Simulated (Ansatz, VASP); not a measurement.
## Two plane-wave programs on LaAgO3

```
La Ag O
1.0
     3.96666    0.00000    0.00000
     0.00000    3.96666    0.00000
     0.00000    0.00000    3.96666
La Ag O
1 1 3
Direct
  0.50000 0.50000 0.50000
  0.00000 0.00000 0.00000
  0.50000 0.00000 0.00000
  0.00000 0.50000 0.00000
  0.00000 0.00000 0.50000
```

Alike in both runs: task single point; functional LDA; k mesh 6 × 6 × 6; occupations fermi-dirac, width 0.15 eV; no spin polarisation.

|  | VASP | Ansatz |
| --- | --- | --- |
| version | VASP 6.6.1 | Ansatz 0.2.0 |
| potentials or method | VASP PAW LDA potentials, release 64 (La, Ag, O), cutoff 520 eV | plane waves, PAW |
| valence electrons in the cell | 40 | 48 |

```csv
,VASP,Ansatz,Ansatz less VASP
pressure (GPa),4.2,4.2,0.00
```

LDA's correlation is that of Perdew and Zunger in VASP and of Perdew and Wang (1992) in Ansatz. VASP's potentials hold 40 valence electrons a cell and Ansatz's 48, so a difference there can come from the potentials and not from the codes.

Neither program's run includes spin-orbit coupling.
